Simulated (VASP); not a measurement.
Crystal: TiCo.

```
Co Ti
1.0
     2.98611    0.00000    0.00000
     0.00000    2.98611    0.00000
     0.00000    0.00000    2.98611
Co Ti
1 1
Direct
  0.50000 0.50000 0.50000
  0.00000 0.00000 0.00000
```

| Quantity | Value |
| --- | --- |
| Program | VASP 6.6.1 |
| Task | relaxation of cell and atoms |
| Functional | PBE |
| Dispersion | D4 |
| Potentials or basis | VASP PAW PBE potentials, release 64 (Co, Ti_sv) |
| Cutoff | 600 eV |
| k mesh | 9 × 9 × 9 |
| Occupations | fermi-dirac, width 0.05 eV |
| Spin | collinear spin, ferromagnetic start |
| Starting moments | [2.0, 1.0] μB |

At the start: pressure -4.7 GPa; volume 13.31 Å³/atom.

Task: Where does the relaxation end?

Result: Over 9 steps the energy falls by 5.9 meV/atom and the volume is 12.92 Å³/atom (-3.0 %); space group Pm-3m (No. 221, to 0.05 Å); moment 0.73 μB per cell.

Step by step:
```
step  energy change (eV)  largest force (eV/Å)  pressure (GPa)  volume (Å³)
   1              0.0000                0.0000           -4.75        26.63
   2             -0.0007                0.0000            5.25        25.13
   3             -0.0118                0.0000            0.14        25.85
   4             -0.0118                0.0000            0.24        25.87
   5             -0.0087                0.0000           -2.50        26.25
   6             -0.0118                0.0000           -0.32        25.90
   7             -0.0118                0.0000           -0.49        25.88
   8             -0.0118                0.0000           -0.35        25.87
   9             -0.0118                0.0000            0.07        25.84
```

Final structure:
```
CELL_PARAMETERS angstrom
2.95632 0.00000 0.00000
0.00000 2.95632 0.00000
0.00000 0.00000 2.95632
ATOMIC_POSITIONS crystal
Co 0.50000 0.50000 0.50000
Ti 0.00000 0.00000 0.00000
```

Caveat: pairwise dispersion overbinds metals, which lowers pressure and volume.
